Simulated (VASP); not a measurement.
# TiC in VASP: further runs

TiC is run at these levels: PBE; tasks: single point.

Everything below comes from runs of VASP 6.6.1. Logs are shortened: lines on timing, memory, paths and dates and some standing lists are left out, and cuts for length are marked.

### Step 1. The cell of the first run

The cell holds a slab with vacuum, 4 atoms: a = 3.054 Å, b = 3.054 Å, c = 15.740 Å, α = 90.00°, β = 90.00°, γ = 60.00°.

### Step 2. Single point, PBE

INCAR

```
  PREC = Accurate
  ENCUT = 520
  EDIFF = 1E-6
  ISMEAR = -1
  SIGMA = 0.3
  LREAL = F
  LASPH = T
  NELM = 120
  ALGO = Normal
  ISIF = 2
  LWAVE = F
  LCHARG = F
  LDIPOL = T
  IDIPOL = 3
  DIPOL = 0.5 0.5 0.500
  GGA = PE
  EFIELD = -0.2
  NBANDS = 24
  GGA_COMPAT = F
  NELMDL = -8
```

KPOINTS

```
Automatic mesh
0
Gamma
  7 7 1
```

POSCAR

```
TiC
1.0
    3.0537113452      0.0000000000      0.0000000000
    1.5268556726      2.6445916008      0.0000000000
    0.0000000000      0.0000000000     15.7400173088
Ti C
2 2
Direct
    0.0000000000      0.0000000000      0.3811939900
    0.3333333333      0.3333333333      0.5396020033
    0.6666666667      0.6666666667      0.4603979967
    0.0000000000      0.0000000000      0.6188060100
```

Potentials or basis: VASP PAW PBE potentials, release 64 (Ti_sv, C).

On the command line:

```
cat potpaw_PBE.64/Ti_sv/POTCAR potpaw_PBE.64/C/POTCAR > POTCAR
mpirun -np 1 vasp_std > vasp.out
```

OUTCAR:

```text
PREC = Accurate
   ENCUT = 520
   EDIFF = 1E-6
   ISMEAR = -1
   LREAL = F
   LASPH = T
   NELM = 120
   ISIF = 2
   GGA = PE
   NELMDL = -8

 ion  position               nearest neighbor table
   1  0.000  0.000  0.381-   3 2.16   3 2.16   3 2.16
   2  0.333  0.333  0.540-   3 2.16   3 2.16   3 2.16   4 2.16   4 2.16   4 2.16
   3  0.667  0.667  0.460-   2 2.16   2 2.16   2 2.16   1 2.16   1 2.16   1 2.16
   4  0.000  0.000  0.619-   2 2.16   2 2.16   2 2.16

  LATTYP: Found a hexagonal cell.
 ALAT       =     3.0537113452
 C/A-ratio  =     5.1543893739

  Lattice vectors:

 A1 = (  -1.5268556726,  -2.6445916008,   0.0000000000)
 A2 = (   3.0537113452,   0.0000000000,   0.0000000000)
 A3 = (   0.0000000000,   0.0000000000,  15.7400173088)

Analysis of symmetry for initial positions (statically):
=====================================================================
 Subroutine PRICEL returns:
 Original cell was already a primitive cell.

 Routine SETGRP: Setting up the symmetry group for a
 hexagonal supercell.

 Subroutine GETGRP returns: Found  6 space group operations
 (whereof  6 operations were pure point group operations)
 out of a pool of 24 trial point group operations.

The static configuration has the point symmetry C_3v.

Analysis of symmetry for dynamics (positions and initial velocities):
=====================================================================
 An external electric field (EFIELD) may reduce the allowed symmetry operations
 Subroutine PRICEL returns:
 Original cell was already a primitive cell.

 Routine SETGRP: Setting up the symmetry group for a
 hexagonal supercell.

 Subroutine GETGRP returns: Found  6 space group operations
 (whereof  6 operations were pure point group operations)
 out of a pool of 24 trial point group operations.

The dynamic configuration has the point symmetry C_3v.

 Subroutine INISYM returns: Found  6 space group operations
 (whereof  6 operations are pure point group operations),
 and found     1 'primitive' translations

----------------------------------------------------------------------------------------

                                     Primitive cell

  volume of cell :     127.1135

  direct lattice vectors                    reciprocal lattice vectors
     3.053711345  0.000000000  0.000000000     0.327470375 -0.189065109  0.000000000
     1.526855673  2.644591601  0.000000000     0.000000000  0.378130219  0.000000000
     0.000000000  0.000000000 15.740017309     0.000000000  0.000000000  0.063532332

  length of vectors
     3.053711345  3.053711345 15.740017309     0.378130219  0.378130219  0.063532332

  position of ions in fractional coordinates (direct lattice)
     0.000000000  0.000000000  0.381193990
     0.333333333  0.333333333  0.539602003
     0.666666667  0.666666667  0.460397997
     0.000000000  0.000000000  0.618806010

  ion indices of the primitive-cell ions
   primitive index   ion index
                 1           1
                 2           2
                 3           3
                 4           4

----------------------------------------------------------------------------------------

 KPOINTS: Automatic mesh

Automatic generation of k-mesh.
 Grid dimensions read from file:
 generate k-points for:    7    7    1

 Generating k-lattice:

  Cartesian coordinates                     Fractional coordinates (reciprocal lattice)
     0.046781482 -0.027009301  0.000000000     0.142857143  0.000000000  0.000000000
     0.000000000  0.054018603  0.000000000     0.000000000  0.142857143  0.000000000
     0.000000000  0.000000000  0.063532332     0.000000000  0.000000000  1.000000000

  Length of vectors
     0.054018603  0.054018603  0.063532332

  Shift w.r.t. Gamma in fractional coordinates (k-lattice)
     0.000000000  0.000000000  0.000000000

 Subroutine IBZKPT returns following result:
 ===========================================

 Found      8 irreducible k-points:

 Following reciprocal coordinates:
            Coordinates               Weight
  0.000000  0.000000  0.000000      1.000000
  0.142857 -0.000000  0.000000      6.000000
  0.285714 -0.000000  0.000000      6.000000
  0.428571 -0.000000  0.000000      6.000000
  0.285714  0.142857  0.000000      6.000000
  0.428571  0.142857  0.000000     12.000000
 -0.428571  0.142857  0.000000      6.000000
 -0.428571  0.285714  0.000000      6.000000
   k-points           NKPTS =      8   k-points in BZ     NKDIM =      8   number of bands    NBANDS=     24
   number of dos      NEDOS =    301   number of ions     NIONS =      4
   total plane-waves  NPLWV =  69120
   dimension x,y,z NGX =    24 NGY =   24 NGZ =  120
   dimension x,y,z NGXF=    48 NGYF=   48 NGZF=  240
   ions per type =               2   2
   NGX,Y,Z   is equivalent  to a cutoff of  13.07, 13.07, 12.67 a.u.
   NGXF,Y,Z  is equivalent  to a cutoff of  26.13, 26.13, 25.35 a.u.
 SYSTEM =  unknown system
   PREC   = accura    normal or accurate (medium, high low for compatibility)
   ISTART =      0    job   : 0-new  1-cont  2-samecut
   ICHARG =      2    charge: 1-file 2-atom 10-const
   ISPIN  =      1    spin polarized calculation?
   LNONCOLLINEAR =      F non collinear calculations
   LSORBIT =      F    spin-orbit coupling
   LASPH  =      T    aspherical Exc in radial PAW
   ENCUT  =  520.0 eV  38.22 Ry    6.18 a.u.   5.68  5.68 29.27*2*pi/ulx,y,z
   NELM   =    120;   NELMIN=  2; NELMDL= -8     # of ELM steps
   EDIFF  = 0.1E-05   stopping-criterion for ELM
   LREAL  =      F    real-space projection
   EDIFFG = 0.1E-04   stopping-criterion for IOM
   NSW    =      0    number of steps for IOM
   IBRION =     -1    ionic relax: 0-MD 1-quasi-New 2-CG
   NFREE  =      0    steps in history (QN), initial steepest desc. (CG)
   ISIF   =      2    stress and relaxation
   ISYM   =      2    0-nonsym 1-usesym 2-fastsym
   POTIM  = 0.5000    time-step for ionic-motion
   TEBEG  =    0.0;   TEEND  =   0.0 temperature during run
   PSTRESS=    0.0 pullay stress
   NELECT =      32.0000    total number of electrons
   NUPDOWN=      -1.0000    fix difference up-down
   EMIN   =  10.00;   EMAX   =-10.00  energy-range for DOS
   EFERMI =   0.00;   METHOD = LEGACY
   ISMEAR =    -1;   SIGMA  =   0.30  broadening in eV -4-tet -1-fermi 0-gaus
   EFERMI_NEDOS =   21; number of points for ismear=-14 and -15
   IALGO  =     38    algorithm
   IMIX   =      4    mixing-type and parameters
     AMIX     =   0.40;   BMIX     =  1.00
     AMIX_MAG =   1.60;   BMIX_MAG =  1.00
  volume/ion in A,a.u.               =      31.78       214.45
  Fermi-wavevector in a.u.,A,eV,Ry     =   1.033699  1.953408 14.538291  1.068534
  Thomas-Fermi vector in A             =   2.167959
   LORBIT       =      0    0 simple, 1 ext, 2 COOP (PROOUT), +10 PAW based schemes
   GGA     = PE    functional components
   LHFCALC =     F    Hartree Fock is set to
   AEXX    =    0.0000 exact exchange contribution
   IVDW    =     0    specifies the selected vdW correction
   LEPSILON=     F    determine dielectric tensor
   LRPA    =     F    only Hartree local field effects (RPA)
 non-spin polarized calculation
  energy-cutoff  :      520.00
  volume of cell :      127.11
 maximum number of plane-waves:      3445
   NGX = 11   NGY = 11   NGZ = 59

 number of electron      32.0000001 magnetization

 dipolmoment           0.000000      0.000000      0.042375 electrons x Angstroem

 Free energy of the ion-electron system (eV)
  ---------------------------------------------------
  ext. energy  EPLUGINS =         0.00000000
  ---------------------------------------------------
  free energy    TOTEN  =       -32.16493353 eV

  energy without entropy =      -31.02160718  energy(sigma->0) =      -31.59327036

 E-fermi :  -0.6272     XC(G=0):  -5.4851

 val. band max:       -0.7677897389   @ k =  -0.4286   0.1429   0.0000
 cond. band min:      -0.5628715981   @ k =   0.1429  -0.0000   0.0000
 fundamental gap:      0.2049181407
 Fermi energy:        -0.6271815949

 k-point     1 :       0.0000    0.0000    0.0000
  band No.  band energies     occupation
      1     -57.5895      2.00000
      2     -56.8275      2.00000
      3     -33.9852      2.00000
      4     -33.6201      2.00000
      5     -33.6201      2.00000
      6     -33.0961      2.00000
[... 16 lines left out ...]
     23       2.9913      0.00001
     24       2.9913      0.00001

 k-point     2 :       0.1429   -0.0000    0.0000
  band No.  band energies     occupation
      1     -57.5806      2.00000
      2     -56.8180      2.00000
      3     -33.9727      2.00000
      4     -33.6877      2.00000
      5     -33.6354      2.00000
      6     -33.0838      2.00000
[... 16 lines left out ...]
     23       3.1168      0.00001
     24       3.3203      0.00000

 k-point     3 :       0.2857   -0.0000    0.0000
  band No.  band energies     occupation
      1     -57.5606      2.00000
      2     -56.7966      2.00000
      3     -33.9456      2.00000
      4     -33.8358      2.00000
      5     -33.6698      2.00000
      6     -33.1717      2.00000
[... 16 lines left out ...]
     23       3.2799      0.00000
     24       3.5596      0.00000

 k-point     4 :       0.4286   -0.0000    0.0000
  band No.  band energies     occupation
      1     -57.5445      2.00000
      2     -56.7793      2.00000
      3     -33.9576      2.00000
      4     -33.9193      2.00000
      5     -33.6972      2.00000
      6     -33.2985      2.00000
[... 16 lines left out ...]
     23       3.1303      0.00001
     24       3.4501      0.00000

 k-point     5 :       0.2857    0.1429    0.0000
  band No.  band energies     occupation
      1     -57.5662      2.00000
      2     -56.8025      2.00000
      3     -33.9528      2.00000
      4     -33.7856      2.00000
      5     -33.6703      2.00000
      6     -33.1161      2.00000
[... 16 lines left out ...]
     23       3.2360      0.00001
     24       3.5187      0.00000

 k-point     6 :       0.4286    0.1429    0.0000
  band No.  band energies     occupation
      1     -57.5481      2.00000
      2     -56.7831      2.00000
      3     -33.9309      2.00000
      4     -33.8959      2.00000
      5     -33.7209      2.00000
      6     -33.2393      2.00000
[... 16 lines left out ...]
     23       3.2173      0.00001
     24       3.5941      0.00000

 k-point     7 :      -0.4286    0.1429    0.0000
  band No.  band energies     occupation
      1     -57.5401      2.00000
      2     -56.7745      2.00000
      3     -33.9511      2.00000
      4     -33.9141      2.00000
      5     -33.7438      2.00000
      6     -33.2925      2.00000
[... 16 lines left out ...]
     23       3.2206      0.00001
     24       3.4363      0.00000

 k-point     8 :      -0.4286    0.2857    0.0000
  band No.  band energies     occupation
      1     -57.5381      2.00000
      2     -56.7724      2.00000
      3     -33.9138      2.00000
      4     -33.9008      2.00000
      5     -33.8105      2.00000
      6     -33.2405      2.00000
[... 16 lines left out ...]
     23       3.0863      0.00001
     24       4.0442      0.00000

------------------------ aborting loop because EDIFF is reached ----------------------------------------

 vacuum level on the upper side and lower side of the slab       (xc-potential included)         1.682        -2.461

  FORCE on cell =-STRESS in cart. coord.  units (eV):
  Direction    XX          YY          ZZ          XY          YZ          ZX
  --------------------------------------------------------------------------------------
  -------------------------------------------------------------------------------------
  Total       -0.9423202     -0.9423202     -2.9387594      0.0000000      0.0000000      0.0000000
  in kB      -11.8772880    -11.8772880    -37.0410097      0.0000000      0.0000000      0.0000000
  external PRESSURE =     -20.2651952 kB  Pullay stress =       0.0000000 kB

 VOLUME and BASIS-vectors are now :
 -----------------------------------------------------------------------------
  energy-cutoff  :      520.00
  volume of cell :      127.11
      direct lattice vectors                 reciprocal lattice vectors
     3.053711345  0.000000000  0.000000000     0.327470375 -0.189065109  0.000000000
     1.526855673  2.644591601  0.000000000     0.000000000  0.378130219  0.000000000
     0.000000000  0.000000000 15.740017309     0.000000000  0.000000000  0.063532332

 POSITION                                       TOTAL-FORCE (eV/Angst)
 -----------------------------------------------------------------------------------
      0.00000      0.00000      6.00000        -0.000000      0.000000      1.432417
      1.52686      0.88153      8.49334        -0.000000      0.000000      1.403448
      3.05371      1.76306      7.24667         0.000000      0.000000     -1.674899
      0.00000      0.00000      9.74002         0.000000     -0.000000     -1.160967
 -----------------------------------------------------------------------------------
    total drift:                                0.000000      0.000000     -0.000437

  FREE ENERGIE OF THE ION-ELECTRON SYSTEM (eV)
  ---------------------------------------------------
  free  energy   TOTEN  =       -32.1649335328 eV

  energy  without entropy=      -31.0216071813  energy(sigma->0) =      -31.59327036

 vacuum level on the upper side and lower side of the slab         6.735         2.561
```

Run time: 2.1 min. Hardware: 1 thread of Intel Xeon 8259CL, shared host; peak memory 0.24 GiB.

Results:

* Free energy: -32.1649 eV
* Largest force: 1.675 eV/Å
* Band gap on the k mesh: zero (band 16 reaches -0.43 eV, above the bottom of band 17 at -0.55 eV)

Forces in eV/Å, atoms in the order of the input:
```
Ti   0.000  0.000  1.432
Ti   0.000  0.000  1.403
C    0.000  0.000 -1.675
C    0.000  0.000 -1.161
```

Levels at points of the mesh, in eV from the Fermi level:
```tsv
k point	band 14	band 15	band 16	band 17	band 18	band 19
(0.00, 0.00, 0.00)	-1.42	-0.28	0.19	0.19	1.35	1.35
```

### Step 3. Single point, PBE

INCAR

```
ALGO = Normal
DIPOL = 0.5 0.5 0.500
EDIFF = 1E-6
EFIELD = -0.3
ENCUT = 520
GGA = PE
GGA_COMPAT = F
IDIPOL = 3
ISIF = 2
ISMEAR = -1
LASPH = T
LCHARG = F
LDIPOL = T
LREAL = F
LWAVE = F
NBANDS = 24
NELM = 120
NELMDL = -8
PREC = Accurate
SIGMA = 0.3
```

KPOINTS

```
k-points
0
Gamma
  7 7 1
```

POSCAR is that of step 2.

Potentials or basis: VASP PAW PBE potentials, release 64 (Ti_sv, C).

On the command line:

```
cat potpaw_PBE.64/Ti_sv/POTCAR potpaw_PBE.64/C/POTCAR > POTCAR
mpirun -np 1 vasp_std > vasp.out
```

Wall time 2.1 min (1 thread of Intel Xeon 8259CL, shared host); peak memory 0.25 GiB.

The run converged. Its results:

```
Free energy            : -32.1622 eV
Largest force          : 1.672 eV/Å
Band gap on the k mesh : zero (band 16 reaches -0.47 eV, above the bottom of band 17 at -0.59 eV)
```

Forces in eV/Å, atoms in the order of the input:
```
Ti   0.000  0.000  1.432
Ti   0.000  0.000  1.399
C    0.000  0.000 -1.672
C    0.000  0.000 -1.159
```

Levels at points of the mesh, in eV from the Fermi level:
```csv
k point,band 14,band 15,band 16,band 17,band 18,band 19
"(0.00, 0.00, 0.00)",-1.42,-0.30,0.19,0.19,1.36,1.36
```
